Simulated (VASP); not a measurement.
# Ga (I4/mmm) in VASP: further runs

Ga is run at these levels: r2SCAN; tasks: relaxation of shape and atoms at fixed volume.

Everything below comes from runs of VASP 6.6.1. Logs are shortened: lines on timing, memory, paths and dates and some standing lists are left out, and cuts for length are marked.

**1. The cell of the first run**

The structure is tetragonal, space group I4/mmm (No. 139). The conventional cell has a = 2.694 Å, b = 2.694 Å, c = 4.336 Å, α = 90.00°, β = 90.00°, γ = 90.00°. Ga (site symmetry 4/mmm) has 12 Ga at 2.69 to 2.89 Å within 3.6 Å.

**2. Relaxation of shape and atoms at fixed volume, r2SCAN (15.73 Å³/atom)**

POSCAR reads:

```
Ga
1.0
   -1.3469576432      1.3469576432      2.1680111365
    1.3469576432     -1.3469576432      2.1680111365
    1.3469576432      1.3469576432     -2.1680111365
Ga
1
Direct
    0.0000000000      0.0000000000      0.0000000000
```

INCAR.step1 reads:

```
SYSTEM = Ga
ALGO     = Normal         ! electronic algorithm
EDIFF    = 1E-4           ! SCF threshold, eV
ENCUT    = 600            ! plane-wave cutoff, eV
GGA      = PE             ! functional
ISMEAR   = 0              ! smearing method
LASPH    = .TRUE.         ! aspherical terms in the spheres
LCHARG   = .FALSE.        ! write CHGCAR
LREAL    = .FALSE.        ! projectors in reciprocal space
LWAVE    = .TRUE.         ! write WAVECAR
NELM     = 80             ! most SCF steps
PREC     = Accurate       ! precision mode
SIGMA    = 0.1            ! smearing width, eV
```

INCAR.step2 reads:

```
SYSTEM = Ga
ALGO     = Normal         ! electronic algorithm
EDIFF    = 1E-6           ! SCF threshold, eV
EDIFFG   = -0.01          ! ionic threshold
ENCUT    = 600            ! plane-wave cutoff, eV
IBRION   = 2              ! ionic algorithm
ISIF     = 4              ! what is computed and relaxed
ISMEAR   = 0              ! smearing method
ISTART   = 1            
LASPH    = .TRUE.         ! aspherical terms in the spheres
LCHARG   = .FALSE.        ! write CHGCAR
LMIXTAU  = .TRUE.       
LREAL    = .FALSE.        ! projectors in reciprocal space
LWAVE    = .FALSE.        ! write WAVECAR
METAGGA  = R2SCAN         ! meta-GGA
NELM     = 80             ! most SCF steps
NSW      = 50             ! ionic steps
PREC     = Accurate       ! precision mode
SIGMA    = 0.1            ! smearing width, eV
```

KPOINTS reads:

```
k-points
0
G
  20 20 20
  0 0 0
```

Potentials or basis: VASP PAW PBE potentials, release 64 (Ga_d).

On the command line:

```
$ cat potpaw_PBE.64/Ga_d/POTCAR > POTCAR
$ cp INCAR.step1 INCAR
$ mpirun -np 1 vasp_std > vasp.out
$ cp INCAR.step2 INCAR
$ mpirun -np 1 vasp_std > vasp.out
```

OUTCAR:

```text
SYSTEM = Ga
   EDIFF = 1E-6
   EDIFFG = -0.01
   ENCUT = 600
   IBRION = 2
   ISIF = 4
   ISMEAR = 0
   ISTART = 1
   LASPH = .TRUE.
   LREAL = .FALSE.
   METAGGA = R2SCAN
   NELM = 80
   NSW = 50
   PREC = Accurate

 ion  position               nearest neighbor table
   1  0.000  0.000  0.000-

  LATTYP: Found a body centered tetragonal cell.
 ALAT       =     2.6939152864
 C/A-ratio  =     1.6095614791

  Lattice vectors:

 A1 = (  -1.3469576432,   1.3469576432,   2.1680111365)
 A2 = (   1.3469576432,  -1.3469576432,   2.1680111365)
 A3 = (   1.3469576432,   1.3469576432,  -2.1680111365)

Analysis of symmetry for initial positions (statically):
=====================================================================
 Subroutine PRICEL returns:
 Original cell was already a primitive cell.

 Routine SETGRP: Setting up the symmetry group for a
 body centered tetragonal supercell.

 Subroutine GETGRP returns: Found 16 space group operations
 (whereof 16 operations were pure point group operations)
 out of a pool of 16 trial point group operations.

The static configuration has the point symmetry D_4h.

Analysis of symmetry for dynamics (positions and initial velocities):
=====================================================================
 Subroutine PRICEL returns:
 Original cell was already a primitive cell.

 Routine SETGRP: Setting up the symmetry group for a
 body centered tetragonal supercell.

 Subroutine GETGRP returns: Found 16 space group operations
 (whereof 16 operations were pure point group operations)
 out of a pool of 16 trial point group operations.

The dynamic configuration has the point symmetry D_4h.

 Subroutine INISYM returns: Found 16 space group operations
 (whereof 16 operations are pure point group operations),
 and found     1 'primitive' translations

----------------------------------------------------------------------------------------

                                     Primitive cell

  volume of cell :      15.7336

  direct lattice vectors                    reciprocal lattice vectors
    -1.346957643  1.346957643  2.168011137     0.000000000  0.371206921  0.230626122
     1.346957643 -1.346957643  2.168011137     0.371206921  0.000000000  0.230626122
     1.346957643  1.346957643 -2.168011137     0.371206921  0.371206921  0.000000000

  length of vectors
     2.885976797  2.885976797  2.885976797     0.437016003  0.437016003  0.524965863

  position of ions in fractional coordinates (direct lattice)
     0.000000000  0.000000000  0.000000000

  ion indices of the primitive-cell ions
   primitive index   ion index
                 1           1

----------------------------------------------------------------------------------------

 KPOINTS: k-points

Automatic generation of k-mesh.
 Grid dimensions read from file:
 generate k-points for:   20   20   20

 Generating k-lattice:

  Cartesian coordinates                     Fractional coordinates (reciprocal lattice)
     0.000000000  0.018560346  0.011531306     0.050000000 -0.000000000  0.000000000
     0.018560346  0.000000000  0.011531306    -0.000000000  0.050000000  0.000000000
     0.018560346  0.018560346  0.000000000     0.000000000  0.000000000  0.050000000

  Length of vectors
     0.021850800  0.021850800  0.026248293

  Shift w.r.t. Gamma in fractional coordinates (k-lattice)
     0.000000000  0.000000000  0.000000000

 Subroutine IBZKPT returns following result:
 ===========================================

 Found    641 irreducible k-points:

 Following reciprocal coordinates:
            Coordinates               Weight
  0.000000  0.000000  0.000000      1.000000
  0.050000 -0.000000  0.000000      8.000000
  0.100000 -0.000000  0.000000      8.000000
  0.150000 -0.000000  0.000000      8.000000
  0.200000 -0.000000  0.000000      8.000000
  0.250000  0.000000 -0.000000      8.000000
[... 16 lines left out ...]
 -0.400000  0.050000 -0.000000     16.000000
 -0.350000  0.050000 -0.000000     16.000000
 [... further k-points ...]
   k-points           NKPTS =    641   k-points in BZ     NKDIM =    641   number of bands    NBANDS=     10
   number of dos      NEDOS =    301   number of ions     NIONS =      1
   total plane-waves  NPLWV =  13824
   dimension x,y,z NGX =    24 NGY =   24 NGZ =   24
   dimension x,y,z NGXF=    48 NGYF=   48 NGZF=   48
   ions per type =               1
   NGX,Y,Z   is equivalent  to a cutoff of  13.83, 13.83, 13.83 a.u.
   NGXF,Y,Z  is equivalent  to a cutoff of  27.65, 27.65, 27.65 a.u.
 SYSTEM =  Ga
   PREC   = accura    normal or accurate (medium, high low for compatibility)
   ISTART =      1    job   : 0-new  1-cont  2-samecut
   ICHARG =      0    charge: 1-file 2-atom 10-const
   ISPIN  =      1    spin polarized calculation?
   LNONCOLLINEAR =      F non collinear calculations
   LSORBIT =      F    spin-orbit coupling
   LASPH  =      T    aspherical Exc in radial PAW
   ENCUT  =  600.0 eV  44.10 Ry    6.64 a.u.   5.76  5.76  5.76*2*pi/ulx,y,z
   NELM   =     80;   NELMIN=  2; NELMDL=  0     # of ELM steps
   EDIFF  = 0.1E-05   stopping-criterion for ELM
   LREAL  =      F    real-space projection
   EDIFFG = -.1E-01   stopping-criterion for IOM
   NSW    =     50    number of steps for IOM
   IBRION =      2    ionic relax: 0-MD 1-quasi-New 2-CG
   NFREE  =      1    steps in history (QN), initial steepest desc. (CG)
   ISIF   =      4    stress and relaxation
   ISYM   =      2    0-nonsym 1-usesym 2-fastsym
   POTIM  = 0.5000    time-step for ionic-motion
   TEBEG  =    0.0;   TEEND  =   0.0 temperature during run
   PSTRESS=    0.0 pullay stress
   NELECT =      13.0000    total number of electrons
   NUPDOWN=      -1.0000    fix difference up-down
   EMIN   =  10.00;   EMAX   =-10.00  energy-range for DOS
   EFERMI =   0.00;   METHOD = LEGACY
   ISMEAR =     0;   SIGMA  =   0.10  broadening in eV -4-tet -1-fermi 0-gaus
   EFERMI_NEDOS =   21; number of points for ismear=-14 and -15
   IALGO  =     38    algorithm
   IMIX   =      4    mixing-type and parameters
     AMIX     =   0.40;   BMIX     =  1.00
     AMIX_MAG =   1.60;   BMIX_MAG =  1.00
  volume/ion in A,a.u.               =      15.73       106.18
  Fermi-wavevector in a.u.,A,eV,Ry     =   1.536194  2.902986 32.108293  2.359893
  Thomas-Fermi vector in A             =   2.642877
   LORBIT       =      0    0 simple, 1 ext, 2 COOP (PROOUT), +10 PAW based schemes
   METAGGA = R2SCAN    functional components
   LHFCALC =     F    Hartree Fock is set to
   AEXX    =    0.0000 exact exchange contribution
   IVDW    =     0    specifies the selected vdW correction
   LEPSILON=     F    determine dielectric tensor
   LRPA    =     F    only Hartree local field effects (RPA)
 conjugate gradient relaxation of ions
 non-spin polarized calculation
 Gauss-broadening in eV      SIGMA  =   0.10
  energy-cutoff  :      600.00
  volume of cell :       15.73
 maximum number of plane-waves:       541
   NGX = 11   NGY = 11   NGZ = 11

--------------------------------------- Ionic step        1  -------------------------------------------

 number of electron      12.9999994 magnetization

 Free energy of the ion-electron system (eV)
  ---------------------------------------------------
  ext. energy  EPLUGINS =         0.00000000
  ---------------------------------------------------
  free energy    TOTEN  =       -11.24998110 eV

  energy without entropy =      -11.24815957  energy(sigma->0) =      -11.24907033

------------------------ aborting loop because EDIFF is reached ----------------------------------------

  FORCE on cell =-STRESS in cart. coord.  units (eV):
  Direction    XX          YY          ZZ          XY          YZ          ZX
  --------------------------------------------------------------------------------------
  -------------------------------------------------------------------------------------
  Total        1.0120839      1.0120839      0.9726951      0.0000000      0.0000000      0.0000000
  in kB      103.0618036    103.0618036     99.0507838      0.0000000      0.0000000      0.0000000
  external PRESSURE =     101.7247970 kB  Pullay stress =       0.0000000 kB

 VOLUME and BASIS-vectors are now :
 -----------------------------------------------------------------------------
  energy-cutoff  :      600.00
  volume of cell :       15.73
      direct lattice vectors                 reciprocal lattice vectors
    -1.346957643  1.346957643  2.168011137     0.000000000  0.371206921  0.230626122
     1.346957643 -1.346957643  2.168011137     0.371206921  0.000000000  0.230626122
     1.346957643  1.346957643 -2.168011137     0.371206921  0.371206921  0.000000000
[... 36 lines left out ...]
 POSITION                                       TOTAL-FORCE (eV/Angst)
 -----------------------------------------------------------------------------------
     -0.00000      0.00000      0.00000         0.000000      0.000000      0.000000
 -----------------------------------------------------------------------------------
    total drift:                               -0.000000      0.000000      0.000000

  FREE ENERGIE OF THE ION-ELECTRON SYSTEM (eV)
  ---------------------------------------------------
  free  energy   TOTEN  =       -11.2500214496 eV

  energy  without entropy=      -11.2481978339  energy(sigma->0) =      -11.24910964

--------------------------------------- Ionic step        3  -------------------------------------------

 number of electron      12.9999995 magnetization

 Free energy of the ion-electron system (eV)
  ---------------------------------------------------
  ext. energy  EPLUGINS =         0.00000000
  ---------------------------------------------------
  free energy    TOTEN  =       -11.25006223 eV

  energy without entropy =      -11.24821125  energy(sigma->0) =      -11.24913674

 E-fermi :   7.3819     XC(G=0): -13.2690

 val. band max:        7.3688610170   @ k =  -0.2500   0.5000   0.2500
 cond. band min:       7.3881962720   @ k =   0.4000   0.3500   0.1000
 fundamental gap:      0.0193352550
 Fermi energy:         7.3819390048

 k-point     1 :       0.0000    0.0000    0.0000
  band No.  band energies     occupation
      1      -8.5076      2.00000
      2      -8.3142      2.00000
      3      -8.3142      2.00000
      4      -8.2928      2.00000
      5      -8.0916      2.00000
      6      -5.9134      2.00000
      7      22.4991      0.00000
      8      22.4992      0.00000
      9      22.7225      0.00000
     10      25.1523      0.00000

 k-point     2 :       0.0500   -0.0000    0.0000
  band No.  band energies     occupation
      1      -8.5025      2.00000
      2      -8.3165      2.00000
      3      -8.3100      2.00000
      4      -8.2912      2.00000
      5      -8.0944      2.00000
      6      -5.8358      2.00000
      7      21.3269      0.00000
      8      22.3100      0.00000
      9      22.3765      0.00000
     10      24.5179      0.00000
[... 274 lines left out ...]
 k-point    24 :      -0.3500    0.0500   -0.0000
  band No.  band energies     occupation
      1      -8.5000      2.00000
      2      -8.4281      2.00000
      3      -8.2734      2.00000
      4      -8.1178      2.00000
      5      -8.0722      2.00000
      6      -2.2309      2.00000
      7       8.1304      0.00000
      8      17.4769      0.00000
      9      20.8969      0.00000
     10      22.7679      0.00000

 [... further k-points ...]

------------------------ aborting loop because EDIFF is reached ----------------------------------------

  FORCE on cell =-STRESS in cart. coord.  units (eV):
  Direction    XX          YY          ZZ          XY          YZ          ZX
  --------------------------------------------------------------------------------------
  -------------------------------------------------------------------------------------
  Total        1.0034136      1.0034136      0.9890028      0.0000000     -0.0000000      0.0000000
  in kB      102.1788958    102.1788958    100.7114221      0.0000000     -0.0000000      0.0000000
  external PRESSURE =     101.6897379 kB  Pullay stress =       0.0000000 kB

 VOLUME and BASIS-vectors are now :
 -----------------------------------------------------------------------------
  energy-cutoff  :      600.00
  volume of cell :       15.73
      direct lattice vectors                 reciprocal lattice vectors
    -1.349204939  1.349204939  2.160794881     0.000000000  0.370588623  0.231396328
     1.349204939 -1.349204939  2.160794881     0.370588623  0.000000000  0.231396328
     1.349204939  1.349204939 -2.160794881     0.370588623  0.370588623  0.000000000

 POSITION                                       TOTAL-FORCE (eV/Angst)
 -----------------------------------------------------------------------------------
     -0.00000      0.00000      0.00000         0.000000     -0.000000      0.000000
 -----------------------------------------------------------------------------------
    total drift:                                0.000000      0.000000     -0.000000

  FREE ENERGIE OF THE ION-ELECTRON SYSTEM (eV)
  ---------------------------------------------------
  free  energy   TOTEN  =       -11.2500622292 eV

  energy  without entropy=      -11.2482112488  energy(sigma->0) =      -11.24913674

 reached required accuracy - stopping structural energy minimisation
```

Run time: 4.3 min. Hardware: 1 thread of Intel Xeon 6975P-C (Granite Rapids), shared host; peak memory 0.26 GiB.

Results:

```yaml
Free_energy: -11.2501 eV
Energy_gained_by_relaxing: 0.1 meV/atom
Ionic_steps: 3
Pressure_after_relaxing: 10.2 GPa
Band_gap_on_the_k_mesh: zero (an odd number of electrons rules out a gap without spin polarisation)
```

Stress tensor (GPa, compression positive):
```
10.22  0.00  0.00
 0.00 10.22  0.00
 0.00  0.00 10.07
```

Final structure:
```
Ga
1.0
    -1.34920    1.34920    2.16079
     1.34920   -1.34920    2.16079
     1.34920    1.34920   -2.16079
Ga
1
Direct
  0.00000 0.00000 0.00000
```

Caveat: the PAW data sets were made with another functional, which shifts forces and pressure a little.

**3. Relaxation of shape and atoms at fixed volume, r2SCAN (16.27 Å³/atom)**

This run uses another cell than the first one, of 16.27 Å³/atom.

POSCAR reads:

```
Ga
1.0
   -1.3611923993      1.3611923993      2.1952757303
    1.3611923993     -1.3611923993      2.1952757303
    1.3611923993      1.3611923993     -2.1952757303
Ga
1
Direct
    0.0000000000      0.0000000000      0.0000000000
```

INCAR.step1 reads:

```
PREC = Accurate
ENCUT = 600
ISMEAR = 0
SIGMA = 0.1
LREAL = F
LASPH = T
NELM = 80
GGA = PE
ALGO = Normal
EDIFF = 1E-4
LWAVE = T
LCHARG = F
```

INCAR.step2 reads:

```
PREC = Accurate
ENCUT = 600
EDIFF = 1E-6
ISMEAR = 0
SIGMA = 0.1
LREAL = F
LASPH = T
NELM = 80
ALGO = Normal
ISIF = 4
LWAVE = F
LCHARG = F
METAGGA = R2SCAN
LMIXTAU = T
IBRION = 2
NSW = 50
EDIFFG = -0.01
ISTART = 1
```

KPOINTS reads:

```
Automatic mesh
0
Gamma
  20 20 20
```

Potentials or basis: VASP PAW PBE potentials, release 64 (Ga_d).

On the command line:

```
$ cat potpaw_PBE.64/Ga_d/POTCAR > POTCAR
$ cp INCAR.step1 INCAR
$ mpirun -np 1 vasp_std > vasp.out
$ cp INCAR.step2 INCAR
$ mpirun -np 1 vasp_std > vasp.out
```

Wall time 15 min (1 thread of Intel Xeon 8259CL, shared host); peak memory 0.26 GiB.

It converged, with:

| Quantity | Value |
| --- | --- |
| Free energy | -11.2787 eV |
| Energy gained by relaxing | 0.0 meV/atom |
| Ionic steps | 3 |
| Pressure after relaxing | 6.9 GPa |
| Band gap on the k mesh | zero (an odd number of electrons rules out a gap without spin polarisation) |

Final structure:
```
Ga
1.0
    -1.36274    1.36274    2.19030
     1.36274   -1.36274    2.19030
     1.36274    1.36274   -2.19030
Ga
1
Direct
  0.00000 0.00000 0.00000
```

Levels at points of the mesh, in eV from the Fermi level:
| k point | band 2 | band 3 | band 4 | band 5 | band 6 | band 7 | band 8 | band 9 | band 10 |
| --- | --- | --- | --- | --- | --- | --- | --- | --- | --- |
| (0.00, 0.00, 0.00) | -15.63 | -15.63 | -15.62 | -15.43 | -12.97 | 14.70 | 14.70 | 14.86 | 17.62 |
| (0.50, 0.00, 0.00) | -15.77 | -15.61 | -15.39 | -15.34 | -5.28 | -5.06 | 9.57 | 13.64 | 13.78 |
| (0.50, 0.50, 0.00) | -15.90 | -15.40 | -15.39 | -15.24 | -2.77 | -0.94 | 4.39 | 5.56 | 8.65 |
| (0.50, 0.50, 0.50) | -15.90 | -15.35 | -15.34 | -15.34 | -4.51 | -4.13 | 7.39 | 7.39 | 10.55 |

Caveat: the PAW data sets were made with another functional, which shifts forces and pressure a little.
